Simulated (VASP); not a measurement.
# Li in VASP: a series of runs

The runs below take Li through single point, with PBE.

All numbers are computed with VASP 6.6.1; they aren't measurements. Logs are shortened: lines on timing, memory, paths and dates and some standing lists are left out, and cuts for length are marked.

## Step 1: The cell of the first run

The cell holds a cluster in a box, 1 atom: a = 9.000 Å, b = 9.300 Å, c = 9.600 Å, α = 90.00°, β = 90.00°, γ = 90.00°.

## Step 2: Single point, PBE, collinear spin, ferromagnetic start

INCAR

```
SYSTEM = Li
ALGO = Normal ; EDIFF = 1E-6
ENCUT = 650 ; GGA = PE
GGA_COMPAT = .False. ; ISIF = 2
ISMEAR = -1 ; ISPIN = 2
LASPH = .True. ; LCHARG = .True.
LELF = .True. ; LORBIT = 11
LREAL = .False. ; LVHAR = .True.
LWAVE = .False. ; MAGMOM = 1
NBANDS = 12 ; NELM = 200
PREC = Accurate ; SIGMA = 0.22
```

KPOINTS

```
k-points
0
Gamma
  1 1 1
  0 0 0
```

POSCAR

```
Li
1.0
    9.0000000000      0.0000000000      0.0000000000
    0.0000000000      9.3000000000      0.0000000000
    0.0000000000      0.0000000000      9.6000000000
Li
1
Direct
    0.4995663100      0.5033063800      0.5033308200
```

Potentials or basis: VASP PAW PBE potentials, release 64 (Li_sv).

Started as:

```
$ cat potpaw_PBE.64/Li_sv/POTCAR > POTCAR
$ mpirun -np 1 vasp_gam > vasp.out
```

OUTCAR:

```text
SYSTEM = Li
   EDIFF = 1E-6
   ENCUT = 650
   GGA = PE
   ISIF = 2
   ISMEAR = -1
   ISPIN = 2
   LASPH = .True.
   LORBIT = 11
   LREAL = .False.
   NELM = 200
   PREC = Accurate

 ion  position               nearest neighbor table
   1  0.500  0.503  0.503-

  LATTYP: Found a simple orthorhombic cell.
 ALAT       =     9.0000000000
 B/A-ratio  =     1.0333333333
 C/A-ratio  =     1.0666666667

  Lattice vectors:

 A1 = (   9.0000000000,   0.0000000000,   0.0000000000)
 A2 = (   0.0000000000,   9.3000000000,   0.0000000000)
 A3 = (   0.0000000000,   0.0000000000,   9.6000000000)

Analysis of symmetry for initial positions (statically):
=====================================================================
 Subroutine PRICEL returns:
 Original cell was already a primitive cell.

 Routine SETGRP: Setting up the symmetry group for a
 simple orthorhombic supercell.

 Subroutine GETGRP returns: Found  8 space group operations
 (whereof  1 operations were pure point group operations)
 out of a pool of  8 trial point group operations.

The static configuration has the point symmetry C_1 .
 The point group associated with its full space group is D_2h.

Analysis of symmetry for dynamics (positions and initial velocities):
=====================================================================
 Subroutine PRICEL returns:
 Original cell was already a primitive cell.

 Routine SETGRP: Setting up the symmetry group for a
 simple orthorhombic supercell.

 Subroutine GETGRP returns: Found  8 space group operations
 (whereof  1 operations were pure point group operations)
 out of a pool of  8 trial point group operations.

The dynamic configuration has the point symmetry C_1 .
 The point group associated with its full space group is D_2h.

Analysis of structural, dynamic, and magnetic symmetry:
=====================================================================
 Subroutine PRICEL returns:
 Original cell was already a primitive cell.

 Routine SETGRP: Setting up the symmetry group for a
 simple orthorhombic supercell.

 Subroutine GETGRP returns: Found  8 space group operations
 (whereof  1 operations were pure point group operations)
 out of a pool of  8 trial point group operations.

The overall configuration has the point symmetry C_1 .
 The point group associated with its full space group is D_2h.

 Subroutine INISYM returns: Found  8 space group operations
 (whereof  1 operations are pure point group operations),
 and found     1 'primitive' translations

----------------------------------------------------------------------------------------

                                     Primitive cell

  volume of cell :     803.5200

  direct lattice vectors                    reciprocal lattice vectors
     9.000000000  0.000000000  0.000000000     0.111111111  0.000000000  0.000000000
     0.000000000  9.300000000  0.000000000     0.000000000  0.107526882  0.000000000
     0.000000000  0.000000000  9.600000000     0.000000000  0.000000000  0.104166667

  length of vectors
     9.000000000  9.300000000  9.600000000     0.111111111  0.107526882  0.104166667

  position of ions in fractional coordinates (direct lattice)
     0.499566310  0.503306380  0.503330820

  ion indices of the primitive-cell ions
   primitive index   ion index
                 1           1

----------------------------------------------------------------------------------------

 KPOINTS: k-points

Automatic generation of k-mesh.
 Grid dimensions read from file:
 generate k-points for:    1    1    1

 Generating k-lattice:

  Cartesian coordinates                     Fractional coordinates (reciprocal lattice)
     0.111111111  0.000000000  0.000000000     1.000000000  0.000000000  0.000000000
     0.000000000  0.107526882  0.000000000     0.000000000  1.000000000  0.000000000
     0.000000000  0.000000000  0.104166667     0.000000000  0.000000000  1.000000000

  Length of vectors
     0.111111111  0.107526882  0.104166667

  Shift w.r.t. Gamma in fractional coordinates (k-lattice)
     0.000000000  0.000000000  0.000000000

 Subroutine IBZKPT returns following result:
 ===========================================

 Found      1 irreducible k-points:

 Following reciprocal coordinates:
            Coordinates               Weight
  0.000000  0.000000  0.000000      1.000000
   k-points           NKPTS =      1   k-points in BZ     NKDIM =      1   number of bands    NBANDS=     12
   number of dos      NEDOS =    301   number of ions     NIONS =      1
   total plane-waves  NPLWV = 512000
   dimension x,y,z NGX =    80 NGY =   80 NGZ =   80
   dimension x,y,z NGXF=   160 NGYF=  160 NGZF=  160
   ions per type =               1
   NGX,Y,Z   is equivalent  to a cutoff of  14.78, 14.30, 13.85 a.u.
   NGXF,Y,Z  is equivalent  to a cutoff of  29.55, 28.60, 27.71 a.u.
 SYSTEM =  Li
   PREC   = accura    normal or accurate (medium, high low for compatibility)
   ISTART =      0    job   : 0-new  1-cont  2-samecut
   ICHARG =      2    charge: 1-file 2-atom 10-const
   ISPIN  =      2    spin polarized calculation?
   LNONCOLLINEAR =      F non collinear calculations
   LSORBIT =      F    spin-orbit coupling
   LASPH  =      T    aspherical Exc in radial PAW
   ENCUT  =  650.0 eV  47.77 Ry    6.91 a.u.  18.71 19.33 19.96*2*pi/ulx,y,z
   NELM   =    200;   NELMIN=  2; NELMDL= -5     # of ELM steps
   EDIFF  = 0.1E-05   stopping-criterion for ELM
   LREAL  =      F    real-space projection
   EDIFFG = 0.1E-04   stopping-criterion for IOM
   NSW    =      0    number of steps for IOM
   IBRION =     -1    ionic relax: 0-MD 1-quasi-New 2-CG
   NFREE  =      0    steps in history (QN), initial steepest desc. (CG)
   ISIF   =      2    stress and relaxation
   ISYM   =      2    0-nonsym 1-usesym 2-fastsym
   POTIM  = 0.5000    time-step for ionic-motion
   TEBEG  =    0.0;   TEEND  =   0.0 temperature during run
   PSTRESS=    0.0 pullay stress
   NELECT =       3.0000    total number of electrons
   NUPDOWN=      -1.0000    fix difference up-down
   EMIN   =  10.00;   EMAX   =-10.00  energy-range for DOS
   EFERMI =   0.00;   METHOD = LEGACY
   ISMEAR =    -1;   SIGMA  =   0.22  broadening in eV -4-tet -1-fermi 0-gaus
   EFERMI_NEDOS =   21; number of points for ismear=-14 and -15
   IALGO  =     38    algorithm
   IMIX   =      4    mixing-type and parameters
     AMIX     =   0.40;   BMIX     =  1.00
     AMIX_MAG =   1.60;   BMIX_MAG =  1.00
  volume/ion in A,a.u.               =     803.52      5422.42
  Fermi-wavevector in a.u.,A,eV,Ry     =   0.253970  0.479934  0.877589  0.064501
  Thomas-Fermi vector in A             =   1.074596
   LORBIT       =     11    0 simple, 1 ext, 2 COOP (PROOUT), +10 PAW based schemes
   GGA     = PE    functional components
   LHFCALC =     F    Hartree Fock is set to
   AEXX    =    0.0000 exact exchange contribution
   IVDW    =     0    specifies the selected vdW correction
   LEPSILON=     F    determine dielectric tensor
   LRPA    =     F    only Hartree local field effects (RPA)
 spin polarized calculation
  energy-cutoff  :      650.00
  volume of cell :      803.52
 maximum number of plane-waves:     15137
 NGX is ok and might be reduce to    80
   NGX = 37   NGY = 39   NGZ = 39

 number of electron       2.9999999 magnetization       0.9987139

 Free energy of the ion-electron system (eV)
  ---------------------------------------------------
  ext. energy  EPLUGINS =         0.00000000
  ---------------------------------------------------
  free energy    TOTEN  =        -0.34813787 eV

  energy without entropy =       -0.30052340  energy(sigma->0) =       -0.32433063

 E-fermi :  -2.2716     XC(G=0):  -0.9225

 val. band max:       -3.1371036496   @ k =   0.0000   0.0000   0.0000
 cond. band min:      -1.1494982338   @ k =   0.0000   0.0000   0.0000
 fundamental gap:      1.9876054158
 Fermi energy:        -2.2716167549

 spin component 1

 k-point     1 :       0.0000    0.0000    0.0000
  band No.  band energies     occupation
      1     -51.7421      1.00000
      2      -3.1371      0.98081
      3      -1.1495      0.00606
      4      -1.1275      0.00548
      5      -1.1014      0.00487
      6      -0.3351      0.00015
      7       0.5333      0.00000
      8       0.6060      0.00000
      9       1.3289      0.00000
     10       1.4118      0.00000
     11       1.5052      0.00000
     12       1.7406      0.00000
 Fermi energy:        -2.2716167549

 spin component 2

 k-point     1 :       0.0000    0.0000    0.0000
  band No.  band energies     occupation
      1     -51.5255      1.00000
      2      -0.9641      0.00262
      3       0.5509      0.00000
      4       0.9033      0.00000
      5       0.9742      0.00000
      6       1.0222      0.00000
      7       1.5969      0.00000
      8       1.7181      0.00000
      9       2.3291      0.00000
     10       2.3933      0.00000
     11       2.4647      0.00000
     12       2.7025      0.00000

------------------------ aborting loop because EDIFF is reached ----------------------------------------

  FORCE on cell =-STRESS in cart. coord.  units (eV):
  Direction    XX          YY          ZZ          XY          YZ          ZX
  --------------------------------------------------------------------------------------
  -------------------------------------------------------------------------------------
  Total       -0.1571301     -0.1308167     -0.1092756      0.0000000      0.0000000      0.0000000
  in kB       -0.3133092     -0.2608418     -0.2178900      0.0000000      0.0000000      0.0000000
  external PRESSURE =      -0.2640136 kB  Pullay stress =       0.0000000 kB

 VOLUME and BASIS-vectors are now :
 -----------------------------------------------------------------------------
  energy-cutoff  :      650.00
  volume of cell :      803.52
      direct lattice vectors                 reciprocal lattice vectors
     9.000000000  0.000000000  0.000000000     0.111111111  0.000000000  0.000000000
     0.000000000  9.300000000  0.000000000     0.000000000  0.107526882  0.000000000
     0.000000000  0.000000000  9.600000000     0.000000000  0.000000000  0.104166667

 POSITION                                       TOTAL-FORCE (eV/Angst)
 -----------------------------------------------------------------------------------
      4.49610      4.68075      4.83198         0.000000      0.000000      0.000000
 -----------------------------------------------------------------------------------
    total drift:                               -0.000001      0.000003      0.000003

  FREE ENERGIE OF THE ION-ELECTRON SYSTEM (eV)
  ---------------------------------------------------
  free  energy   TOTEN  =        -0.3481378727 eV

  energy  without entropy=       -0.3005233954  energy(sigma->0) =       -0.32433063

 total charge

# of ion       s       p       d       tot
------------------------------------------
    1        2.035   0.001   0.000   2.036

 magnetization (x)

# of ion       s       p       d       tot
------------------------------------------
    1        0.054   0.001   0.000   0.055
```

Run time: 5.5 min. Hardware: 1 thread of Intel Xeon Platinum 8488C (Sapphire Rapids), shared host; peak memory 1.3 GiB.

What came out:

| Item | Value |
| --- | --- |
| Free energy | -0.3481 eV |
| Gap between the frontier levels | 1.99 eV |
| Net moment | 1.00 μB per cell |
| Site moments | Li +0.06 μB |
| Valence electrons inside the program's atomic spheres | Li 2.04 |

## Step 3: Single point, PBE, collinear spin, ferromagnetic start

INCAR

```
PREC = Accurate
ENCUT = 650
EDIFF = 1E-6
ISMEAR = -1
SIGMA = 0.22
LREAL = False
LASPH = True
NELM = 200
ALGO = Normal
ISIF = 2
LWAVE = False
LCHARG = False
ISPIN = 2
MAGMOM = 1
LORBIT = 11
GGA = PE
NBANDS = 12
GGA_COMPAT = False
```

KPOINTS

```
regular mesh
0
Gamma
  1 1 1
```

POSCAR is that of step 2.

Potentials or basis: VASP PAW PBE potentials, release 64 (Li_sv).

Started as:

```
$ cat potpaw_PBE.64/Li_sv/POTCAR > POTCAR
$ mpirun -np 1 vasp_gam > vasp.out
```

Run time: 4.8 min. Hardware: 1 thread of Intel Xeon Platinum 8488C (Sapphire Rapids), shared host; peak memory 1.3 GiB.

It converged, with:

```yaml
Free_energy: -0.3481 eV
Gap_between_the_frontier_levels: 1.99 eV
Net_moment: 1.00 μB per cell
Site_moments: Li +0.06 μB
Valence_electrons_inside_the_program's_atomic_spheres: Li 2.04
```

Levels at points of the mesh, in eV from the valence-band top:
Spin up:
| k point | band 1 | band 2 | band 3 | band 4 | band 5 |
| --- | --- | --- | --- | --- | --- |
| (0.00, 0.00, 0.00) | -48.61 | 0.00 | 1.99 | 2.01 | 2.04 |
Spin down:
```csv
k point,band 1,band 2,band 3,band 4,band 5
"(0.00, 0.00, 0.00)",-48.39,2.17,3.69,4.04,4.11
```
